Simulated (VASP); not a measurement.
# NiGe3O4 (P1) in VASP: single point with PBE

Aim: the single point of NiGe3O4 with PBE.

Program: VASP 6.6.1. These are calculated values, not measurements. Logs are shortened: lines on timing, memory, paths and dates and some standing lists are left out, and cuts for length are marked.

## 1. The cell of the first run

The typed cell holds 8 atoms: a = 4.824 Å, b = 5.289 Å, c = 5.313 Å, α = 86.87°, β = 85.46°, γ = 97.72°.

## 2. Single point, PBE

File INCAR:

```
PREC = Accurate ; ENCUT = 520
EDIFF = 1E-6 ; ISMEAR = 0
SIGMA = 0.2 ; LREAL = False
LASPH = True ; NELM = 80
ALGO = Normal ; ISIF = 2
LWAVE = False ; LCHARG = False
GGA = PE ; NBANDS = 48
```

File KPOINTS:

```
Automatic mesh
0
Gamma
  6 4 4
```

File POSCAR:

```
NiGe3O4
1.0
   -0.3251402096      0.1973985572      4.8085922736
    5.2742470954      0.1546970080     -0.3624054749
    0.1499443879      5.3063733529      0.2142543487
Ni Ge O
1 3 4
Direct
    0.0349785178     -0.0051217890      0.0281837750
    0.7707500309      0.5180973249     -0.0289441920
    0.3031882586      0.5015594128      0.3587094745
    0.7817430161      0.0611621789      0.5636363323
   -0.0241310848      0.2781295596      0.8187869410
    0.0422620271      0.6682805268      0.1884737913
   -0.0517015999      0.8054831046      0.7514833637
    0.1029108343      0.1724096814      0.3196705142
```

Potentials or basis: VASP PAW PBE potentials, release 64 (Ni, Ge_d, O).

Started as:

```console
$ cat potpaw_PBE.64/Ni/POTCAR potpaw_PBE.64/Ge_d/POTCAR potpaw_PBE.64/O/POTCAR > POTCAR
$ mpirun -np 1 vasp_std > vasp.out
```

OUTCAR:

```text
PREC = Accurate
   ENCUT = 520
   EDIFF = 1E-6
   ISMEAR = 0
   LREAL = False
   LASPH = True
   NELM = 80
   ISIF = 2
   GGA = PE

 ion  position               nearest neighbor table
   1  0.035  0.995  0.028-   7 1.87   8 1.88   5 1.88   6 1.89   2 2.71   4 2.86
   2  0.771  0.518  0.971-   5 1.89   7 1.92   6 1.93   1 2.71   3 2.92
   3  0.303  0.502  0.359-   6 1.89   8 1.90   2 2.92
   4  0.782  0.061  0.564-   7 1.93   8 1.94   5 2.03   1 2.86
   5  0.976  0.278  0.819-   1 1.88   2 1.89   4 2.03
   6  0.042  0.668  0.188-   1 1.89   3 1.89   2 1.93
   7  0.948  0.805  0.751-   1 1.87   2 1.92   4 1.93
   8  0.103  0.172  0.320-   1 1.88   3 1.90   4 1.94

  LATTYP: Found a triclinic cell.
 ALAT       =    12.6440234016
 B/A-ratio  =     0.9580648183
 C/A-ratio  =     0.9649703192
 COS(alpha) =     0.0011475787
 COS(beta)  =     0.5812089611
 COS(gamma) =     0.8112746206

  Lattice vectors:

 A1 = (  10.3732983691,   5.8131659261,   4.2980356725)
 A2 = (   4.7739110641,   5.8558674753,   9.4690334210)
 A3 = (  10.8736344004,   0.1119954588,  -5.5334032234)

Analysis of symmetry for initial positions (statically):
=====================================================================
 Subroutine PRICEL returns:
 Original cell was already a primitive cell.

 Routine SETGRP: Setting up the symmetry group for a
 triclinic supercell.

 Subroutine GETGRP returns: Found  1 space group operations
 (whereof  1 operations were pure point group operations)
 out of a pool of  2 trial point group operations.

The static configuration has the point symmetry C_1 .

Analysis of symmetry for dynamics (positions and initial velocities):
=====================================================================
 Subroutine PRICEL returns:
 Original cell was already a primitive cell.

 Routine SETGRP: Setting up the symmetry group for a
 triclinic supercell.

 Subroutine GETGRP returns: Found  1 space group operations
 (whereof  1 operations were pure point group operations)
 out of a pool of  2 trial point group operations.

The dynamic configuration has the point symmetry C_1 .

 Subroutine INISYM returns: Found  1 space group operations
 (whereof  1 operations are pure point group operations),
 and found     1 'primitive' translations

----------------------------------------------------------------------------------------

                                     Primitive cell

  volume of cell :     133.5973

  direct lattice vectors                    reciprocal lattice vectors
    -0.325140210  0.197398557  4.808592274     0.014642536 -0.008865232  0.209315077
     5.274247095  0.154697008 -0.362405475     0.190676706 -0.005918414  0.013135851
     0.149944388  5.306373353  0.214254349    -0.006103515  0.188954956 -0.008169529

  length of vectors
     4.823612961  5.288946144  5.312813417     0.210013803  0.191220252  0.189229938

  position of ions in fractional coordinates (direct lattice)
     0.034978518  0.994878211  0.028183775
     0.770750031  0.518097325  0.971055808
     0.303188259  0.501559413  0.358709475
     0.781743016  0.061162179  0.563636332
     0.975868915  0.278129560  0.818786941
     0.042262027  0.668280527  0.188473791
     0.948298400  0.805483105  0.751483364
     0.102910834  0.172409681  0.319670514

  ion indices of the primitive-cell ions
   primitive index   ion index
                 1           1
                 2           2
                 3           3
                 4           4
                 5           5
                 6           6
                 7           7
                 8           8

----------------------------------------------------------------------------------------

 KPOINTS: Automatic mesh

Automatic generation of k-mesh.
 Grid dimensions read from file:
 generate k-points for:    6    4    4

 Generating k-lattice:

  Cartesian coordinates                     Fractional coordinates (reciprocal lattice)
     0.002440423 -0.001477539  0.034885846     0.166666667  0.000000000  0.000000000
     0.047669177 -0.001479604  0.003283963     0.000000000  0.250000000  0.000000000
    -0.001525879  0.047238739 -0.002042382     0.000000000  0.000000000  0.250000000

  Length of vectors
     0.035002301  0.047805063  0.047307485

  Shift w.r.t. Gamma in fractional coordinates (k-lattice)
     0.000000000  0.000000000  0.000000000

 Subroutine IBZKPT returns following result:
 ===========================================

 Found     52 irreducible k-points:

 Following reciprocal coordinates:
            Coordinates               Weight
  0.000000  0.000000  0.000000      1.000000
  0.166667 -0.000000 -0.000000      2.000000
  0.333333 -0.000000 -0.000000      2.000000
  0.500000 -0.000000  0.000000      1.000000
  0.000000  0.250000 -0.000000      2.000000
  0.166667  0.250000  0.000000      2.000000
[... 16 lines left out ...]
  0.333333  0.250000  0.250000      2.000000
  0.500000  0.250000  0.250000      2.000000
 [... further k-points ...]
   k-points           NKPTS =     52   k-points in BZ     NKDIM =     52   number of bands    NBANDS=     48
   number of dos      NEDOS =    301   number of ions     NIONS =      8
   total plane-waves  NPLWV =  57600
   dimension x,y,z NGX =    36 NGY =   40 NGZ =   40
   dimension x,y,z NGXF=    72 NGYF=   80 NGZF=   80
   ions per type =               1   3   4
   NGX,Y,Z   is equivalent  to a cutoff of  12.41, 12.57, 12.52 a.u.
   NGXF,Y,Z  is equivalent  to a cutoff of  24.81, 25.15, 25.03 a.u.
 SYSTEM =  unknown system
   PREC   = accura    normal or accurate (medium, high low for compatibility)
   ISTART =      0    job   : 0-new  1-cont  2-samecut
   ICHARG =      2    charge: 1-file 2-atom 10-const
   ISPIN  =      1    spin polarized calculation?
   LNONCOLLINEAR =      F non collinear calculations
   LSORBIT =      F    spin-orbit coupling
   LASPH  =      T    aspherical Exc in radial PAW
   ENCUT  =  520.0 eV  38.22 Ry    6.18 a.u.   8.97  9.83  9.88*2*pi/ulx,y,z
   NELM   =     80;   NELMIN=  2; NELMDL= -5     # of ELM steps
   EDIFF  = 0.1E-05   stopping-criterion for ELM
   LREAL  =      F    real-space projection
[... 7 lines left out ...]
   TEBEG  =    0.0;   TEEND  =   0.0 temperature during run
   PSTRESS=    0.0 pullay stress
   NELECT =      76.0000    total number of electrons
   NUPDOWN=      -1.0000    fix difference up-down
   EMIN   =  10.00;   EMAX   =-10.00  energy-range for DOS
   EFERMI =   0.00;   METHOD = LEGACY
   ISMEAR =     0;   SIGMA  =   0.20  broadening in eV -4-tet -1-fermi 0-gaus
   EFERMI_NEDOS =   21; number of points for ismear=-14 and -15
   IALGO  =     38    algorithm
   IMIX   =      4    mixing-type and parameters
     AMIX     =   0.40;   BMIX     =  1.00
     AMIX_MAG =   1.60;   BMIX_MAG =  1.00
  volume/ion in A,a.u.               =      16.70       112.69
  Fermi-wavevector in a.u.,A,eV,Ry     =   1.356480  2.563376 25.035246  1.840039
  Thomas-Fermi vector in A             =   2.483480
   LORBIT       =      0    0 simple, 1 ext, 2 COOP (PROOUT), +10 PAW based schemes
   GGA     = PE    functional components
   LHFCALC =     F    Hartree Fock is set to
   AEXX    =    0.0000 exact exchange contribution
   IVDW    =     0    specifies the selected vdW correction
   LEPSILON=     F    determine dielectric tensor
   LRPA    =     F    only Hartree local field effects (RPA)
 non-spin polarized calculation
 Gauss-broadening in eV      SIGMA  =   0.20
  energy-cutoff  :      520.00
  volume of cell :      133.60
 maximum number of plane-waves:      3614
   NGX = 17   NGY = 19   NGZ = 19

 number of electron      76.0000012 magnetization

 Free energy of the ion-electron system (eV)
  ---------------------------------------------------
  ext. energy  EPLUGINS =         0.00000000
  ---------------------------------------------------
  free energy    TOTEN  =       -46.84685295 eV

  energy without entropy =      -46.84478619  energy(sigma->0) =      -46.84581957

 E-fermi :   3.1501     XC(G=0):  -9.4241

 val. band max:        2.8962664492   @ k =   0.0000   0.5000  -0.0000
 cond. band min:       3.3303666691   @ k =   0.5000   0.5000   0.5000
 fundamental gap:      0.4341002199
 Fermi energy:         3.1501186308

 k-point     1 :       0.0000    0.0000    0.0000
  band No.  band energies     occupation
      1     -21.6279      2.00000
      2     -21.5961      2.00000
      3     -21.5753      2.00000
      4     -21.5357      2.00000
      5     -21.5115      2.00000
      6     -21.4767      2.00000
[... 40 lines left out ...]
     47       9.6312      0.00000
     48      10.2409      0.00000

 k-point     2 :       0.1667   -0.0000   -0.0000
  band No.  band energies     occupation
      1     -21.6259      2.00000
      2     -21.5956      2.00000
      3     -21.5758      2.00000
      4     -21.5364      2.00000
      5     -21.5118      2.00000
      6     -21.4768      2.00000
[... 40 lines left out ...]
     47       9.7189      0.00000
     48      10.2249      0.00000

 k-point     3 :       0.3333   -0.0000   -0.0000
  band No.  band energies     occupation
      1     -21.6217      2.00000
      2     -21.5939      2.00000
      3     -21.5774      2.00000
      4     -21.5379      2.00000
      5     -21.5123      2.00000
      6     -21.4771      2.00000
[... 40 lines left out ...]
     47       9.3030      0.00000
     48       9.9850      0.00000

 k-point     4 :       0.5000   -0.0000    0.0000
  band No.  band energies     occupation
      1     -21.6195      2.00000
      2     -21.5926      2.00000
      3     -21.5788      2.00000
      4     -21.5387      2.00000
      5     -21.5125      2.00000
      6     -21.4772      2.00000
[... 958 lines left out ...]
     47       9.8748      0.00000
     48      10.3804      0.00000

 k-point    23 :       0.3333    0.2500    0.2500
  band No.  band energies     occupation
      1     -21.6217      2.00000
      2     -21.5930      2.00000
      3     -21.5774      2.00000
      4     -21.5383      2.00000
      5     -21.5120      2.00000
      6     -21.4768      2.00000
[... 40 lines left out ...]
     47       9.9209      0.00000
     48      10.4667      0.00000

 k-point    24 :       0.5000    0.2500    0.2500
  band No.  band energies     occupation
      1     -21.6199      2.00000
      2     -21.5914      2.00000
      3     -21.5785      2.00000
      4     -21.5389      2.00000
      5     -21.5122      2.00000
      6     -21.4769      2.00000
[... 40 lines left out ...]
     47      10.1595      0.00000
     48      10.7663      0.00000

 [... further k-points ...]
[... 5 lines left out ...]
  --------------------------------------------------------------------------------------
  -------------------------------------------------------------------------------------
  Total        0.2318802      0.2156031      0.1145526     -0.0146632      0.1224983     -0.0914304
  in kB        2.7808432      2.5856397      1.3737824     -0.1758498      1.4690713     -1.0964870
  external PRESSURE =       2.2467551 kB  Pullay stress =       0.0000000 kB

 VOLUME and BASIS-vectors are now :
 -----------------------------------------------------------------------------
  energy-cutoff  :      520.00
  volume of cell :      133.60
      direct lattice vectors                 reciprocal lattice vectors
    -0.325140210  0.197398557  4.808592274     0.014642536 -0.008865232  0.209315077
     5.274247095  0.154697008 -0.362405475     0.190676706 -0.005918414  0.013135851
     0.149944388  5.306373353  0.214254349    -0.006103515  0.188954956 -0.008169529

 POSITION                                       TOTAL-FORCE (eV/Angst)
 -----------------------------------------------------------------------------------
      5.24009      0.31036     -0.18631         0.032275      0.030554      0.030851
      2.62758      5.38508      3.72651        -0.011437      0.016244     -0.042581
      2.60056      2.04089      1.35300         0.014111      0.017245      0.037594
      0.15292      3.15464      3.85768         0.004263     -0.016639     -0.058893
      1.27240      4.58045      4.76719         0.027710     -0.020711      0.003399
      3.53920      1.11184      0.00141        -0.041487      0.018758     -0.005627
      4.05267      4.29945      4.42908        -0.044665     -0.057401      0.017545
      0.92380      1.74328      0.50086         0.019231      0.011951      0.017712
 -----------------------------------------------------------------------------------
    total drift:                               -0.000102      0.000407      0.000421

  FREE ENERGIE OF THE ION-ELECTRON SYSTEM (eV)
  ---------------------------------------------------
  free  energy   TOTEN  =       -46.8468529531 eV

  energy  without entropy=      -46.8447861858  energy(sigma->0) =      -46.84581957
```

Run time: 12 min. Hardware: 1 thread of Oxide Virtual Turin-like, shared host; peak memory 0.37 GiB.

Results:

| Quantity | Value |
| --- | --- |
| Free energy | -46.8469 eV |
| Pressure | 0.2 GPa |
| Largest force | 0.075 eV/Å |
| Band gap on the k mesh | 0.43 eV (least direct gap 0.58 eV) |

Forces on the atoms (eV/Å):
```
Ni   0.032  0.031  0.031
Ge  -0.011  0.016 -0.043
Ge   0.014  0.017  0.038
Ge   0.004 -0.017 -0.059
O    0.028 -0.021  0.003
O   -0.041  0.019 -0.006
O   -0.045 -0.057  0.018
O    0.019  0.012  0.018
```

Levels at points of the mesh, in eV from the valence-band top:
```
           k point  band 35  band 36  band 37  band 38  band 39  band 40  band 41  band 42
(0.00, 0.00, 0.00)    -0.86    -0.58    -0.46    -0.17     1.34     1.70     2.45     3.94
(0.50, 0.00, 0.00)    -1.10    -0.59    -0.54    -0.45     1.26     2.69     2.93     3.33
(0.00, 0.50, 0.00)    -0.83    -0.52    -0.39     0.00     0.81     2.14     3.23     3.80
(0.50, 0.50, 0.00)    -0.74    -0.51    -0.43    -0.24     0.89     2.77     3.19     3.40
(0.00, 0.00, 0.50)    -0.97    -0.47    -0.42    -0.20     1.01     2.67     3.26     3.53
(0.50, 0.00, 0.50)    -0.77    -0.49    -0.37    -0.16     0.96     2.33     3.09     3.21
(0.00, 0.50, 0.50)    -0.86    -0.79    -0.53    -0.39     1.01     2.65     2.87     3.57
(0.50, 0.50, 0.50)    -0.87    -0.53    -0.27    -0.15     0.43     2.58     3.07     3.40
```

Caveat: the run has no spin polarisation, though such a crystal can be magnetic. Spin polarisation is off, so any magnetic state and its effect on volume and gap are missing.
